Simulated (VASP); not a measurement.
# CdS (pbe) (P6_3mc) in VASP: notebook

Runs on CdS (pbe). Level: PBE. Tasks: single point, relaxation of cell and atoms.

Program: VASP 6.6.1. These are calculated values, not measurements. Logs are shortened: lines on timing, memory, paths and dates and some standing lists are left out, and cuts for length are marked.

### Step 1. The cell of the first run

It takes space group P6_3mc (No. 186, hexagonal). Conventional cell: a = 4.196 Å, b = 4.196 Å, c = 6.830 Å, α = 90.00°, β = 90.00°, γ = 120.00°. Within 3.2 Å of Cd (site symmetry 3m) lie 4 S at 2.45 to 3.08 Å. Within 3.2 Å of S (site symmetry 3m) lie 4 Cd at 2.45 to 3.08 Å.

### Step 2. Single point, PBE

INCAR

```
  PREC = Accurate
  ENCUT = 520
  EDIFF = 1E-6
  ISMEAR = 0
  SIGMA = 0.01
  LREAL = F
  LASPH = T
  NELM = 80
  ALGO = Normal
  ISIF = 2
  LWAVE = F
  LCHARG = F
  GGA = PE
  NBANDS = 26
```

KPOINTS

```
regular mesh
0
Gamma
  9 9 4
```

POSCAR

```
CdS
1.0
    4.1963020496      0.0000000000      0.0000000000
   -2.0981510248      3.6341041769      0.0000000000
    0.0000000000      0.0000000000      6.8304216542
Cd S
2 2
Direct
    0.3333333333      0.6666666667     -0.0368057312
    0.6666666667      0.3333333333      0.4631942688
    0.3333333333      0.6666666667      0.4138057312
    0.6666666667      0.3333333333      0.9138057312
```

Potentials or basis: VASP PAW PBE potentials, release 64 (Cd, S).

The run is started by

```console
$ cat potpaw_PBE.64/Cd/POTCAR potpaw_PBE.64/S/POTCAR > POTCAR
$ mpirun -np 1 vasp_std > vasp.out
```

OUTCAR:

```text
PREC = Accurate
   ENCUT = 520
   EDIFF = 1E-6
   ISMEAR = 0
   LREAL = F
   LASPH = T
   NELM = 80
   ISIF = 2
   GGA = PE

 ion  position               nearest neighbor table
   1  0.333  0.667  0.963-   4 2.45   4 2.45   4 2.45   3 3.08
   2  0.667  0.333  0.463-   3 2.45   3 2.45   3 2.45   4 3.08
   3  0.333  0.667  0.414-   2 2.45   2 2.45   2 2.45   1 3.08
   4  0.667  0.333  0.914-   1 2.45   1 2.45   1 2.45   2 3.08

  LATTYP: Found a hexagonal cell.
 ALAT       =     4.1963020496
 C/A-ratio  =     1.6277240231

  Lattice vectors:

 A1 = (   4.1963020496,   0.0000000000,   0.0000000000)
 A2 = (  -2.0981510248,   3.6341041769,   0.0000000000)
 A3 = (   0.0000000000,   0.0000000000,   6.8304216542)

Analysis of symmetry for initial positions (statically):
=====================================================================
 Subroutine PRICEL returns:
 Original cell was already a primitive cell.

 Routine SETGRP: Setting up the symmetry group for a
 hexagonal supercell.

 Subroutine GETGRP returns: Found 12 space group operations
 (whereof  6 operations were pure point group operations)
 out of a pool of 24 trial point group operations.

The static configuration has the point symmetry C_3v.
 The point group associated with its full space group is C_6v.

Analysis of symmetry for dynamics (positions and initial velocities):
=====================================================================
 Subroutine PRICEL returns:
 Original cell was already a primitive cell.

 Routine SETGRP: Setting up the symmetry group for a
 hexagonal supercell.

 Subroutine GETGRP returns: Found 12 space group operations
 (whereof  6 operations were pure point group operations)
 out of a pool of 24 trial point group operations.

The dynamic configuration has the point symmetry C_3v.
 The point group associated with its full space group is C_6v.

 Subroutine INISYM returns: Found 12 space group operations
 (whereof  6 operations are pure point group operations),
 and found     1 'primitive' translations

----------------------------------------------------------------------------------------

                                     Primitive cell

  volume of cell :     104.1626

  direct lattice vectors                    reciprocal lattice vectors
     4.196302050  0.000000000  0.000000000     0.238305057  0.137585489  0.000000000
    -2.098151025  3.634104177  0.000000000     0.000000000  0.275170978  0.000000000
[... 83 lines left out ...]
   ISPIN  =      1    spin polarized calculation?
   LNONCOLLINEAR =      F non collinear calculations
   LSORBIT =      F    spin-orbit coupling
   LASPH  =      T    aspherical Exc in radial PAW
   ENCUT  =  520.0 eV  38.22 Ry    6.18 a.u.   7.80  7.80 12.70*2*pi/ulx,y,z
   NELM   =     80;   NELMIN=  2; NELMDL= -5     # of ELM steps
   EDIFF  = 0.1E-05   stopping-criterion for ELM
   LREAL  =      F    real-space projection
   EDIFFG = 0.1E-04   stopping-criterion for IOM
   NSW    =      0    number of steps for IOM
   IBRION =     -1    ionic relax: 0-MD 1-quasi-New 2-CG
   NFREE  =      0    steps in history (QN), initial steepest desc. (CG)
   ISIF   =      2    stress and relaxation
   ISYM   =      2    0-nonsym 1-usesym 2-fastsym
   POTIM  = 0.5000    time-step for ionic-motion
   TEBEG  =    0.0;   TEEND  =   0.0 temperature during run
   PSTRESS=    0.0 pullay stress
   NELECT =      36.0000    total number of electrons
   NUPDOWN=      -1.0000    fix difference up-down
   EMIN   =  10.00;   EMAX   =-10.00  energy-range for DOS
   EFERMI =   0.00;   METHOD = LEGACY
   ISMEAR =     0;   SIGMA  =   0.01  broadening in eV -4-tet -1-fermi 0-gaus
   EFERMI_NEDOS =   21; number of points for ismear=-14 and -15
   IALGO  =     38    algorithm
   IMIX   =      4    mixing-type and parameters
     AMIX     =   0.40;   BMIX     =  1.00
     AMIX_MAG =   1.60;   BMIX_MAG =  1.00
  volume/ion in A,a.u.               =      26.04       175.73
  Fermi-wavevector in a.u.,A,eV,Ry     =   1.148872  2.171054 17.958435  1.319908
  Thomas-Fermi vector in A             =   2.285545
   LORBIT       =      0    0 simple, 1 ext, 2 COOP (PROOUT), +10 PAW based schemes
   GGA     = PE    functional components
   LHFCALC =     F    Hartree Fock is set to
   AEXX    =    0.0000 exact exchange contribution
   IVDW    =     0    specifies the selected vdW correction
   LEPSILON=     F    determine dielectric tensor
   LRPA    =     F    only Hartree local field effects (RPA)
 non-spin polarized calculation
 Gauss-broadening in eV      SIGMA  =   0.01
  energy-cutoff  :      520.00
  volume of cell :      104.16
 maximum number of plane-waves:      2838
 NGX is ok and might be reduce to    32
   NGX = 15   NGY = 15   NGZ = 25

 number of electron      36.0000000 magnetization

 Free energy of the ion-electron system (eV)
  ---------------------------------------------------
  ext. energy  EPLUGINS =         0.00000000
  ---------------------------------------------------
  free energy    TOTEN  =       -11.81415797 eV

  energy without entropy =      -11.81415797  energy(sigma->0) =      -11.81415797

 E-fermi :   0.9237     XC(G=0):  -8.9012

 val. band max:        0.8510945322   @ k =   0.0000   0.0000   0.0000
 cond. band min:       2.1866525616   @ k =   0.0000   0.0000   0.0000
 fundamental gap:      1.3355580293
 Fermi energy:         0.9236815277

 k-point     1 :       0.0000    0.0000    0.0000
  band No.  band energies     occupation
      1     -11.3395      2.00000
      2     -11.0192      2.00000
      3      -6.9395      2.00000
      4      -6.9395      2.00000
      5      -6.9325      2.00000
      6      -6.9325      2.00000
[... 685 lines left out ...]
     25      10.0190      0.00000
     26      10.0190      0.00000

 [... further k-points ...]
[... 5 lines left out ...]
  --------------------------------------------------------------------------------------
  -------------------------------------------------------------------------------------
  Total        3.3609525      3.3609525     -1.2525758      0.0000000      0.0000000      0.0000000
  in kB       51.6965225     51.6965225    -19.2665070      0.0000000      0.0000000      0.0000000
  external PRESSURE =      28.0421794 kB  Pullay stress =       0.0000000 kB

 VOLUME and BASIS-vectors are now :
 -----------------------------------------------------------------------------
  energy-cutoff  :      520.00
  volume of cell :      104.16
      direct lattice vectors                 reciprocal lattice vectors
     4.196302050  0.000000000  0.000000000     0.238305057  0.137585489  0.000000000
    -2.098151025  3.634104177  0.000000000     0.000000000  0.275170978  0.000000000
     0.000000000  0.000000000  6.830421654     0.000000000  0.000000000  0.146403846

 POSITION                                       TOTAL-FORCE (eV/Angst)
 -----------------------------------------------------------------------------------
     -0.00000      2.42274      6.57902         0.000000      0.000000      0.540134
      2.09815      1.21137      3.16381        -0.000000      0.000000      0.540134
     -0.00000      2.42274      2.82647        -0.000000     -0.000000     -0.540134
      2.09815      1.21137      6.24168         0.000000      0.000000     -0.540134
 -----------------------------------------------------------------------------------
    total drift:                               -0.000000     -0.000000     -0.000111

  FREE ENERGIE OF THE ION-ELECTRON SYSTEM (eV)
  ---------------------------------------------------
  free  energy   TOTEN  =       -11.8141579713 eV

  energy  without entropy=      -11.8141579713  energy(sigma->0) =      -11.81415797
```

OSZICAR:

```text
N       E                     dE             d eps       ncg     rms          rms(c)
DAV:   1     0.247119282787E+03    0.24712E+03   -0.17437E+04  1872   0.126E+03
DAV:   2     0.924816822751E+00   -0.24619E+03   -0.23705E+03  2046   0.317E+02
DAV:   3    -0.128879330601E+02   -0.13813E+02   -0.13728E+02  2274   0.749E+01
DAV:   4    -0.130351696852E+02   -0.14724E+00   -0.14708E+00  2070   0.747E+00
DAV:   5    -0.130374920606E+02   -0.23224E-02   -0.23222E-02  2230   0.945E-01    0.116E+01
DAV:   6    -0.118416557188E+02    0.11958E+01   -0.21412E+00  2460   0.151E+01    0.906E+00
DAV:   7    -0.118189492237E+02    0.22706E-01   -0.86656E-01  1944   0.489E+00    0.413E+00
DAV:   8    -0.118157366292E+02    0.32126E-02   -0.11168E-01  2062   0.335E+00    0.596E-01
DAV:   9    -0.118138394167E+02    0.18972E-02   -0.20800E-02  2038   0.178E+00    0.190E-01
DAV:  10    -0.118139535930E+02   -0.11418E-03   -0.17115E-03  2076   0.427E-01    0.116E-01
DAV:  11    -0.118140553315E+02   -0.10174E-03   -0.23730E-04  2128   0.987E-02    0.997E-02
DAV:  12    -0.118141522140E+02   -0.96882E-04   -0.15398E-04  1932   0.547E-02    0.535E-02
DAV:  13    -0.118141563069E+02   -0.40929E-05   -0.23893E-05  2158   0.284E-02    0.642E-03
DAV:  14    -0.118141574078E+02   -0.11009E-05   -0.14089E-06  1802   0.821E-03    0.195E-03
DAV:  15    -0.118141579713E+02   -0.56353E-06   -0.12273E-06  1646   0.590E-03
   1 F= -.11814158E+02 E0= -.11814158E+02  d E =-.456501E-27
```

Wall time 46 s (1 thread of AMD EPYC 9R45 (Zen 5), shared host); peak memory 0.23 GiB.

What came out:

| Property | Result |
| --- | --- |
| Free energy | -11.8142 eV |
| Pressure | 2.8 GPa |
| Largest force | 0.540 eV/Å |
| Band gap on the k mesh | 1.34 eV, direct |

Forces on the atoms (eV/Å):
```
Cd   0.000  0.000  0.540
Cd   0.000  0.000  0.540
S    0.000  0.000 -0.540
S    0.000  0.000 -0.540
```

Levels at points of the mesh, in eV from the valence-band top:
```csv
k point,band 15,band 16,band 17,band 18,band 19,band 20,band 21,band 22
"(0.00, 0.00, 0.00)",-0.42,-0.14,0.00,0.00,1.34,2.15,6.48,6.48
"(0.00, 0.00, 0.50)",-0.21,-0.21,-0.21,-0.21,2.46,2.46,6.20,6.20
```

### Step 3. Single point, PBE

INCAR

```
PREC     = Accurate       # precision mode
ENCUT    = 520            # plane-wave cutoff, eV
EDIFF    = 1E-7           # SCF threshold, eV
ISMEAR   = 0              # smearing method
SIGMA    = 0.01           # smearing width, eV
LREAL    = F              # projectors in reciprocal space
LASPH    = T              # aspherical terms in the spheres
NELM     = 80             # most SCF steps
ALGO     = Normal         # electronic algorithm
ISIF     = 2              # what is computed and relaxed
LWAVE    = F              # write WAVECAR
LCHARG   = F              # write CHGCAR
GGA      = PE             # functional
NBANDS   = 26             # bands
```

KPOINTS

```
Automatic mesh
0
Gamma
  9 9 4
```

POSCAR

```
CdS
1.0
    4.1963020496      0.0000000000      0.0000000000
   -2.0981510248      3.6341041769      0.0000000000
    0.0000000000      0.0000000000      6.8304216542
Cd S
2 2
Direct
    0.3333333333      0.6666666667     -0.0460660820
    0.6666666667      0.3333333333      0.4539339180
    0.3333333333      0.6666666667      0.4230660820
    0.6666666667      0.3333333333      0.9230660820
```

Potentials or basis: VASP PAW PBE potentials, release 64 (Cd, S).

The run is started by

```console
$ cat potpaw_PBE.64/Cd/POTCAR potpaw_PBE.64/S/POTCAR > POTCAR
$ mpirun -np 1 vasp_std > vasp.out
```

Wall time 46 s (1 thread of AMD EPYC 9R45 (Zen 5), shared host); peak memory 0.23 GiB.

It converged, with:

- Free energy: -11.6963 eV
- Pressure: 3.4 GPa
- Largest force: 0.380 eV/Å
- Band gap on the k mesh: 1.36 eV, direct

Forces in eV/Å, atoms in the order of the input:
```
Cd   0.000  0.000  0.380
Cd   0.000  0.000  0.380
S    0.000  0.000 -0.380
S    0.000  0.000 -0.380
```

Stress tensor (GPa, compression positive):
```
 5.96  0.00  0.00
 0.00  5.96  0.00
 0.00  0.00 -1.75
```

Levels at points of the mesh, in eV from the valence-band top:
```
           k point  band 15  band 16  band 17  band 18  band 19  band 20  band 21  band 22
(0.00, 0.00, 0.00)    -0.39    -0.19     0.00     0.00     1.36     2.07     6.47     6.47
(0.00, 0.00, 0.50)    -0.19    -0.19    -0.19    -0.19     2.41     2.41     6.26     6.26
```

(Continued in part 2 of 2.)
